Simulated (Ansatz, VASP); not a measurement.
SiNi: VASP beside Ansatz

INCAR

```
SYSTEM = SiNi
PREC     = Accurate       ! precision mode
ENCUT    = 520            ! plane-wave cutoff, eV
EDIFF    = 1E-7           ! SCF threshold, eV
ISMEAR   = -1             ! smearing method
SIGMA    = 0.1            ! smearing width, eV
LREAL    = .False.        ! projectors in reciprocal space
LASPH    = .True.         ! aspherical terms in the spheres
NELM     = 100            ! most SCF steps
ALGO     = Normal         ! electronic algorithm
ISIF     = 2              ! what is computed and relaxed
LWAVE    = .False.        ! write WAVECAR
LCHARG   = .False.        ! write CHGCAR
GGA      = PE             ! functional
NBANDS   = 22             ! bands
```

KPOINTS

```
Automatic mesh
0
Gamma
  11 11 6
  0 0 0
```

File POSCAR:

```
SiNi
1.0
    3.1127625882      0.0000000000      0.0000000000
   -1.5563812941      2.6957314773      0.0000000000
    0.0000000000      0.0000000000      4.4170042974
Ni Si
2 2
Direct
    0.0000000000      0.0000000000      0.0000000000
    0.0000000000      0.0000000000      0.5000000000
    0.3333333333      0.6666666667      0.2500000000
    0.6666666667      0.3333333333      0.7500000000
```

Input for Ansatz:

```yaml
crystal:
  lattice:
    - [3.1127625882, 0.0, 0.0]
    - [-1.5563812941, 2.6957314773, 0.0]
    - [0.0, 0.0, 4.4170042974]
  atoms:
    - { symbol: Ni, position: [0.0, 0.0, 0.0] }
    - { symbol: Ni, position: [0.0, 0.0, 0.5] }
    - { symbol: Si, position: [0.3333333333, 0.6666666667, 0.25] }
    - { symbol: Si, position: [0.6666666667, 0.3333333333, 0.75] }
kpoints:
  mp_grid: { grid: [11, 11, 6] }
scf:
  occupations: { method: fermi_dirac, width: 0.1 }
hamiltonian:
  xc: pbe
  pseudopotentials: { kind: paw }
output:
  forces: true
  stress: true
  eigenvalues: true
  populations: true
```

Change from the starting cell: volume scaled by 0.72, PAW files.

Alike in both runs: task single point; functional PBE; k mesh 11 × 11 × 6; occupations fermi-dirac, width 0.1 eV; no spin polarisation.

```csv
,VASP,Ansatz
version,VASP 6.6.1,Ansatz 0.2.0
potentials or method,"VASP PAW PBE potentials, release 64 (Ni, Si)","PAW with Ansatz's default frozen-core files, scalar-relativistic"
plane-wave cutoff (eV),520,420
valence electrons in the cell,28,44
```

Ansatz gave:

- pressure (GPa): 111.6
- traceless stress, the component that is largest in VASP (GPa): 0.10

Q: Estimate VASP's values.

A: Pressure (GPa): 111.1; traceless stress, the component that is largest in VASP (GPa): 0.11.

Both programs put the cell under a high pressure, so it lies far from rest at this level. VASP's potentials hold 28 valence electrons a cell and Ansatz's 44, so a difference there can come from the potentials and not from the codes.

Noted on VASP's run: the cell as given lies far from equilibrium.
